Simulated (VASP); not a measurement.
# Al (P6_3/mmc) in VASP: a series of runs

The runs below take Al through single point, with PBE+D3(BJ).

Program: VASP 6.6.1. These are calculated values, not measurements. Logs are shortened: lines on timing, memory, paths and dates and some standing lists are left out, and cuts for length are marked.

## Step 1: The cell of the first run

The structure is hexagonal, space group P6_3/mmc (No. 194). Conventional cell: a = 2.972 Å, b = 2.972 Å, c = 8.043 Å, α = 90.00°, β = 90.00°, γ = 120.00°. Al (site symmetry -3m) has 12 Al at 2.64 to 2.97 Å within 3.5 Å. Within 3.5 Å of Al (site symmetry -6m2) lie 12 Al at 2.64 to 2.97 Å.

## Step 2: Single point, PBE+D3(BJ)

INCAR reads:

```
SYSTEM = Al
PREC = Accurate
ENCUT = 520
EDIFF = 1E-7
ISMEAR = 0
SIGMA = 0.15
LREAL = .False.
LASPH = .True.
NELM = 80
ALGO = Fast
ISIF = 2
LWAVE = .False.
LCHARG = .False.
GGA = PE
IVDW = 12
NBANDS = 14
```

KPOINTS reads:

```
regular mesh
0
Gamma
  18 18 4
  0 0 0
```

POSCAR reads:

```
Al
1.0
    2.9720000000      0.0000000000      0.0000000000
   -1.4860000000      2.5738275000      0.0000000000
    0.0000000000      0.0000000000      8.0434000000
Al
4
Direct
    0.0000000000      0.0000000000      0.0000000000
    0.3333333333      0.6666666667      0.2500000000
    0.0000000000      0.0000000000      0.5000000000
    0.6666666667      0.3333333333      0.7500000000
```

Potentials or basis: VASP PAW PBE potentials, release 64 (Al).

The run is started by

```console
$ cat potpaw_PBE.64/Al/POTCAR > POTCAR
$ mpirun -np 1 vasp_std > vasp.out
```

OUTCAR:

```text
SYSTEM = Al
   PREC = Accurate
   ENCUT = 520
   EDIFF = 1E-7
   ISMEAR = 0
   LREAL = .False.
   LASPH = .True.
   NELM = 80
   ISIF = 2
   GGA = PE
   IVDW = 12
 IVDW          = 12

 ion  position               nearest neighbor table
   1  0.000  0.000  0.000-   2 2.64   4 2.64   2 2.64   4 2.64   4 2.64   2 2.64
   2  0.333  0.667  0.250-   1 2.64   3 2.64   1 2.64   3 2.64   1 2.64   3 2.64
   3  0.000  0.000  0.500-   2 2.64   4 2.64   2 2.64   4 2.64   4 2.64   2 2.64
   4  0.667  0.333  0.750-   1 2.64   3 2.64   1 2.64   3 2.64   1 2.64   3 2.64

  LATTYP: Found a hexagonal cell.
 ALAT       =     2.9720000000
 C/A-ratio  =     2.7063930013

  Lattice vectors:

 A1 = (   2.9720000000,   0.0000000000,   0.0000000000)
 A2 = (  -1.4860000000,   2.5738275000,   0.0000000000)
 A3 = (   0.0000000000,   0.0000000000,   8.0434000000)

Analysis of symmetry for initial positions (statically):
=====================================================================
 Subroutine PRICEL returns:
 Original cell was already a primitive cell.

 Routine SETGRP: Setting up the symmetry group for a
 hexagonal supercell.

 Subroutine GETGRP returns: Found 24 space group operations
 (whereof 12 operations were pure point group operations)
 out of a pool of 24 trial point group operations.

The static configuration has the point symmetry D_3d.
 The point group associated with its full space group is D_6h.

Analysis of symmetry for dynamics (positions and initial velocities):
=====================================================================
 Subroutine PRICEL returns:
 Original cell was already a primitive cell.

 Routine SETGRP: Setting up the symmetry group for a
 hexagonal supercell.

 Subroutine GETGRP returns: Found 24 space group operations
 (whereof 12 operations were pure point group operations)
 out of a pool of 24 trial point group operations.

The dynamic configuration has the point symmetry D_3d.
 The point group associated with its full space group is D_6h.

 Subroutine INISYM returns: Found 24 space group operations
 (whereof 12 operations are pure point group operations),
 and found     1 'primitive' translations

----------------------------------------------------------------------------------------

                                     Primitive cell

  volume of cell :      61.5273

  direct lattice vectors                    reciprocal lattice vectors
     2.972000000  0.000000000  0.000000000     0.336473755  0.194263213  0.000000000
    -1.486000000  2.573827500  0.000000000     0.000000000  0.388526426  0.000000000
     0.000000000  0.000000000  8.043400000     0.000000000  0.000000000  0.124325534

  length of vectors
     2.972000000  2.972000000  8.043400000     0.388526426  0.388526426  0.124325534

  position of ions in fractional coordinates (direct lattice)
     0.000000000  0.000000000  0.000000000
     0.333333333  0.666666667  0.250000000
     0.000000000  0.000000000  0.500000000
     0.666666667  0.333333333  0.750000000

  ion indices of the primitive-cell ions
   primitive index   ion index
                 1           1
                 2           2
                 3           3
                 4           4

----------------------------------------------------------------------------------------

 KPOINTS: regular mesh

Automatic generation of k-mesh.
 Grid dimensions read from file:
 generate k-points for:   18   18    4

 Generating k-lattice:

  Cartesian coordinates                     Fractional coordinates (reciprocal lattice)
     0.018692986  0.010792401  0.000000000     0.055555556  0.000000000  0.000000000
     0.000000000  0.021584801  0.000000000     0.000000000  0.055555556  0.000000000
     0.000000000  0.000000000  0.031081383     0.000000000  0.000000000  0.250000000

  Length of vectors
     0.021584801  0.021584801  0.031081383

  Shift w.r.t. Gamma in fractional coordinates (k-lattice)
     0.000000000  0.000000000  0.000000000

 Subroutine IBZKPT returns following result:
 ===========================================

 Found    111 irreducible k-points:

 Following reciprocal coordinates:
            Coordinates               Weight
  0.000000  0.000000  0.000000      1.000000
  0.055556 -0.000000  0.000000      6.000000
  0.111111 -0.000000  0.000000      6.000000
  0.166667  0.000000  0.000000      6.000000
  0.222222  0.000000  0.000000      6.000000
  0.277778  0.000000  0.000000      6.000000
[... 16 lines left out ...]
  0.333333  0.111111  0.000000     12.000000
  0.388889  0.111111  0.000000     12.000000
 [... further k-points ...]
   k-points           NKPTS =    111   k-points in BZ     NKDIM =    111   number of bands    NBANDS=     14
   number of dos      NEDOS =    301   number of ions     NIONS =      4
   total plane-waves  NPLWV =  34560
   dimension x,y,z NGX =    24 NGY =   24 NGZ =   60
   dimension x,y,z NGXF=    48 NGYF=   48 NGZF=  120
   ions per type =               4
   NGX,Y,Z   is equivalent  to a cutoff of  13.42, 13.42, 12.40 a.u.
   NGXF,Y,Z  is equivalent  to a cutoff of  26.85, 26.85, 24.80 a.u.
 SYSTEM =  Al
   PREC   = accura    normal or accurate (medium, high low for compatibility)
   ISTART =      0    job   : 0-new  1-cont  2-samecut
   ICHARG =      2    charge: 1-file 2-atom 10-const
   ISPIN  =      1    spin polarized calculation?
   LNONCOLLINEAR =      F non collinear calculations
   LSORBIT =      F    spin-orbit coupling
   LASPH  =      T    aspherical Exc in radial PAW
   ENCUT  =  520.0 eV  38.22 Ry    6.18 a.u.   5.53  5.53 14.96*2*pi/ulx,y,z
   NELM   =     80;   NELMIN=  2; NELMDL= -5     # of ELM steps
   EDIFF  = 0.1E-06   stopping-criterion for ELM
   LREAL  =      F    real-space projection
   EDIFFG = 0.1E-05   stopping-criterion for IOM
   NSW    =      0    number of steps for IOM
   IBRION =     -1    ionic relax: 0-MD 1-quasi-New 2-CG
   NFREE  =      0    steps in history (QN), initial steepest desc. (CG)
   ISIF   =      2    stress and relaxation
   ISYM   =      2    0-nonsym 1-usesym 2-fastsym
   POTIM  = 0.5000    time-step for ionic-motion
   TEBEG  =    0.0;   TEEND  =   0.0 temperature during run
   PSTRESS=    0.0 pullay stress
   NELECT =      12.0000    total number of electrons
   NUPDOWN=      -1.0000    fix difference up-down
   EMIN   =  10.00;   EMAX   =-10.00  energy-range for DOS
   EFERMI =   0.00;   METHOD = LEGACY
   ISMEAR =     0;   SIGMA  =   0.15  broadening in eV -4-tet -1-fermi 0-gaus
   EFERMI_NEDOS =   21; number of points for ismear=-14 and -15
   IALGO  =     68    algorithm
   IMIX   =      4    mixing-type and parameters
     AMIX     =   0.40;   BMIX     =  1.00
     AMIX_MAG =   1.60;   BMIX_MAG =  1.00
  volume/ion in A,a.u.               =      15.38       103.80
  Fermi-wavevector in a.u.,A,eV,Ry     =   0.949393  1.794092 12.263567  0.901347
  Thomas-Fermi vector in A             =   2.077671
   LORBIT       =      0    0 simple, 1 ext, 2 COOP (PROOUT), +10 PAW based schemes
   GGA     = PE    functional components
   LHFCALC =     F    Hartree Fock is set to
   AEXX    =    0.0000 exact exchange contribution
   IVDW    =    12    specifies the selected vdW correction
   LEPSILON=     F    determine dielectric tensor
   LRPA    =     F    only Hartree local field effects (RPA)
 non-spin polarized calculation
 RMM-DIIS sequential band-by-band and
 Gauss-broadening in eV      SIGMA  =   0.15
  energy-cutoff  :      520.00
  volume of cell :       61.53
 maximum number of plane-waves:      1694
 NGX is ok and might be reduce to    24

 number of electron      12.0000000 magnetization

 Free energy of the ion-electron system (eV)
  ---------------------------------------------------
  ext. energy  EPLUGINS =         0.00000000
  ---------------------------------------------------
  free energy    TOTEN  =       -14.39259083 eV

  energy without entropy =      -14.37316871  energy(sigma->0) =      -14.38287977

 E-fermi :   8.7386     XC(G=0): -10.4401

 val. band max:        8.7200027997   @ k =   0.4444   0.0000   0.5000
 cond. band min:       8.7547165076   @ k =   0.2222   0.1667   0.0000
 fundamental gap:      0.0347137079
 Fermi energy:         8.7385986986

 k-point     1 :       0.0000    0.0000    0.0000
  band No.  band energies     occupation
      1      -2.8961      2.00000
      2      -0.6357      2.00000
      3      -0.6318      2.00000
      4       5.2498      2.00000
      5       6.7516      2.00000
      6      16.1735      0.00000
      7      16.3552      0.00000
      8      16.9870      0.00000
      9      16.9870      0.00000
     10      17.3892      0.00000
     11      17.3892      0.00000
     12      18.7845      0.00000
     13      18.7850      0.00000
     14      19.1237      0.00000

 k-point     2 :       0.0556   -0.0000    0.0000
  band No.  band energies     occupation
      1      -2.8272      2.00000
      2      -0.5682      2.00000
      3      -0.5642      2.00000
      4       5.3113      2.00000
      5       6.8158      2.00000
      6      15.5278      0.00000
      7      16.1890      0.00000
      8      16.3019      0.00000
      9      16.3337      0.00000
     10      17.4404      0.00000
     11      17.7317      0.00000
     12      17.8553      0.00000
     13      18.0226      0.00000
     14      18.1394      0.00000
[... 343 lines left out ...]
      1       0.6354      2.00000
      2       2.8117      2.00000
      3       2.8376      2.00000
      4       5.3713      2.00000
      5       7.4113      2.00000
      6       7.5520      2.00000
      7       8.6386      1.65411
      8       9.6468      0.00000
      9      10.7547      0.00000
     10      12.0207      0.00000
     11      12.3403      0.00000
     12      13.2389      0.00000
     13      15.0199      0.00000
     14      17.2194      0.00000

 k-point    24 :       0.3889    0.1111    0.0000
  band No.  band energies     occupation
      1       1.6341      2.00000
      2       3.7347      2.00000
      3       3.8139      2.00000
      4       4.0470      2.00000
      5       6.1736      2.00000
      6       6.2640      2.00000
      7       9.4405      0.00000
      8       9.6427      0.00000
      9      11.2901      0.00000
     10      11.4376      0.00000
     11      12.2927      0.00000
     12      12.3678      0.00000
     13      13.8398      0.00000
     14      17.0491      0.00000

 [... further k-points ...]

------------------------ aborting loop because EDIFF is reached ----------------------------------------

 Edisp (eV)   -1.44892

 E8    (eV) :    -0.6491

  FORCE on cell =-STRESS in cart. coord.  units (eV):
  Direction    XX          YY          ZZ          XY          YZ          ZX
  --------------------------------------------------------------------------------------
  -------------------------------------------------------------------------------------
  Total       0.61863     0.61863     6.71700     0.00000    -0.00000     0.00000
  in kB      16.10924    16.10924   174.91130     0.00000    -0.00000     0.00000
  external pressure =       69.04 kB  Pullay stress =        0.00 kB

 VOLUME and BASIS-vectors are now :
 -----------------------------------------------------------------------------
  energy-cutoff  :      520.00
  volume of cell :       61.53
      direct lattice vectors                 reciprocal lattice vectors
     2.972000000  0.000000000  0.000000000     0.336473755  0.194263213  0.000000000
    -1.486000000  2.573827500  0.000000000     0.000000000  0.388526426  0.000000000
     0.000000000  0.000000000  8.043400000     0.000000000  0.000000000  0.124325534

 POSITION                                       TOTAL-FORCE (eV/Angst)
 -----------------------------------------------------------------------------------
      0.00000      0.00000      0.00000        -0.000000      0.000000      0.000000
     -0.00000      1.71589      2.01085         0.000000     -0.000000     -0.000000
      0.00000      0.00000      4.02170        -0.000000      0.000000      0.000000
      1.48600      0.85794      6.03255        -0.000000      0.000000      0.000000
 -----------------------------------------------------------------------------------
    total drift:                               -0.000000      0.000000      0.000000

  FREE ENERGIE OF THE ION-ELECTRON SYSTEM (eV)
  ---------------------------------------------------
  free  energy   TOTEN  =       -15.8415099961 eV

  energy  without entropy=      -15.8220878781  energy(sigma->0) =      -15.83179894
```

Wall time 34 s (1 thread of Intel Xeon 6975P-C (Granite Rapids), shared host); peak memory 0.22 GiB.

What came out:

```yaml
Free_energy: -15.8415 eV
Pressure: 6.9 GPa
Band_gap_on_the_k_mesh: zero (band 6 reaches 16.17 eV, above the bottom of band 7 at 6.70 eV)
Dispersion_energy_per_atom: -0.362 eV
```

Levels at points of the mesh, in eV from the Fermi level:
| k point | band 2 | band 3 | band 4 | band 5 | band 6 | band 7 | band 8 | band 9 | band 10 | band 11 |
| --- | --- | --- | --- | --- | --- | --- | --- | --- | --- | --- |
| (0.00, 0.00, 0.00) | -9.37 | -9.37 | -3.49 | -1.99 | 7.43 | 7.62 | 8.25 | 8.25 | 8.65 | 8.65 |
| (0.50, 0.00, 0.00) | -6.05 | -4.41 | -4.20 | -3.78 | -3.54 | 1.35 | 1.83 | 3.06 | 3.31 | 3.68 |
| (0.00, 0.00, 0.50) | -11.06 | -6.62 | -6.62 | 2.07 | 2.07 | 8.65 | 8.65 | 8.65 | 8.65 | 9.30 |
| (0.50, 0.00, 0.50) | -5.77 | -5.49 | -5.49 | -1.69 | -1.69 | -0.89 | -0.89 | 4.16 | 4.16 | 5.16 |

Caveat: pairwise dispersion overbinds metals, which lowers pressure and volume.

## Step 3: Single point, PBE+D3(BJ)

This run uses another cell than the first one, of the same volume but with other edges.

INCAR reads:

```
PREC = Accurate
ENCUT = 520
EDIFF = 1E-6
ISMEAR = 0
SIGMA = 0.15
LREAL = F
LASPH = T
NELM = 100
ALGO = Normal
ISIF = 2
LWAVE = F
LCHARG = F
GGA = PE
IVDW = 12
NBANDS = 14
```

KPOINTS reads:

```
regular mesh
0
Gamma
  18 18 4
```

POSCAR reads:

```
Al
1.0
    2.7750000000      0.0000000000      0.0000000000
   -1.3875000000      2.4032204955      0.0000000000
    0.0000000000      0.0000000000      9.2410470711
Al
4
Direct
    0.0000000000      0.0000000000      0.0000000000
    0.3333333333      0.6666666667      0.2500000000
    0.0000000000      0.0000000000      0.5000000000
    0.6666666667      0.3333333333      0.7500000000
```

Potentials or basis: VASP PAW PBE potentials, release 64 (Al).

The run is started by

```console
$ cat potpaw_PBE.64/Al/POTCAR > POTCAR
$ mpirun -np 1 vasp_std > vasp.out
```

Wall time 26 s (1 thread of Intel Xeon 6975P-C (Granite Rapids), shared host); peak memory 0.23 GiB.

It converged, with:

```yaml
Free_energy: -16.2998 eV
Pressure: 2.6 GPa
Band_gap_on_the_k_mesh: zero (band 6 reaches 12.53 eV, above the bottom of band 7 at 7.19 eV)
Dispersion_energy_per_atom: -0.361 eV
```

Stress tensor (GPa, compression positive):
```
3.10 0.00 0.00
0.00 3.10 0.00
0.00 0.00 1.73
```

Levels at points of the mesh, in eV from the Fermi level:
```csv
k point,band 3,band 4,band 5,band 6,band 7,band 8,band 9,band 10
"(0.00, 0.00, 0.00)",-9.86,-4.95,-4.69,3.24,3.25,11.55,11.55,11.63
"(0.50, 0.00, 0.00)",-4.05,-4.02,-3.32,-3.28,0.83,1.23,1.31,1.68
"(0.00, 0.00, 0.50)",-7.74,-7.74,-1.14,-1.14,8.20,8.20,11.87,11.87
"(0.50, 0.00, 0.50)",-4.90,-4.90,-1.91,-1.91,-1.21,-1.21,4.64,4.64
```

Caveat: pairwise dispersion overbinds metals, which lowers pressure and volume.

## Step 4: Single point, PBE+D3(BJ)

This run uses another cell than the first one, of 15.34 Å³/atom, 0.997 times its volume.

INCAR reads:

```
PREC = Accurate ; ENCUT = 520
EDIFF = 1E-7 ; ISMEAR = 0
SIGMA = 0.15 ; LREAL = F
LASPH = T ; NELM = 80
ALGO = Normal ; ISIF = 2
LWAVE = F ; LCHARG = F
GGA = PE ; IVDW = 12
NBANDS = 14
```

KPOINTS is that of step 3.

POSCAR reads:

```
Al
1.0
    2.6568000000      0.0000000000      0.0000000000
   -1.3284000000      2.3008562928      0.0000000000
    0.0000000000      0.0000000000     10.0395000000
Al
4
Direct
    0.0000000000      0.0000000000      0.0000000000
    0.3333333333      0.6666666667      0.2500000000
    0.0000000000      0.0000000000      0.5000000000
    0.6666666667      0.3333333333      0.7500000000
```

The run is started by

```console
$ cat potpaw_PBE.64/Al/POTCAR > POTCAR
$ mpirun -np 1 vasp_std > vasp.out
```

Run time: 34 s. Hardware: 1 thread of Intel Xeon 6975P-C (Granite Rapids), shared host; peak memory 0.22 GiB.

It converged, with:

```yaml
Free_energy: -16.0200 eV
Pressure: 5.9 GPa
Band_gap_on_the_k_mesh: zero (band 6 reaches 11.45 eV, above the bottom of band 7 at 7.50 eV)
Dispersion_energy_per_atom: -0.363 eV
```

Stress tensor (GPa, compression positive):
```
11.14  0.00  0.00
 0.00 11.14  0.00
 0.00  0.00 -4.57
```

Levels at points of the mesh, in eV from the Fermi level:
```
           k point  band 3  band 4  band 5  band 6  band 7  band 8  band 9  band 10
(0.00, 0.00, 0.00)  -10.13   -6.18   -5.49    1.07    1.08    9.81   10.52    13.43
(0.50, 0.00, 0.00)   -3.86   -3.77   -2.98   -2.87    0.36    0.86    0.93     1.25
(0.00, 0.00, 0.50)   -8.34   -8.34   -2.67   -2.67    5.39    5.39   13.59    13.59
(0.50, 0.00, 0.50)   -4.36   -4.36   -1.90   -1.90   -1.19   -1.19    3.65     3.65
```

Caveat: pairwise dispersion overbinds metals, which lowers pressure and volume.

## Step 5: Summary

| cell | gap on the mesh (eV) | pressure (GPa) |
| --- | --- | --- |
| a = 2.972, b = 2.972, c = 8.043 Å, angles 90.0, 90.0, 120.0°, 4 atoms | none | 6.9 |
| a = 2.775, b = 2.775, c = 9.241 Å, angles 90.0, 90.0, 120.0°, 4 atoms | none | 2.6 |
| a = 2.657, b = 2.657, c = 10.040 Å, angles 90.0, 90.0, 120.0°, 4 atoms | none | 5.9 |

Alike in all rows: task single point; level PBE+D3(BJ); potentials or basis VASP PAW PBE potentials, release 64 (Al); no spin polarisation; k mesh 18 × 18 × 4; cutoff (eV) 520; smearing gaussian 0.15 eV.

Caveats: pairwise dispersion overbinds metals, which lowers pressure and volume.

Absolute energies hang on the potentials; compare differences alone.
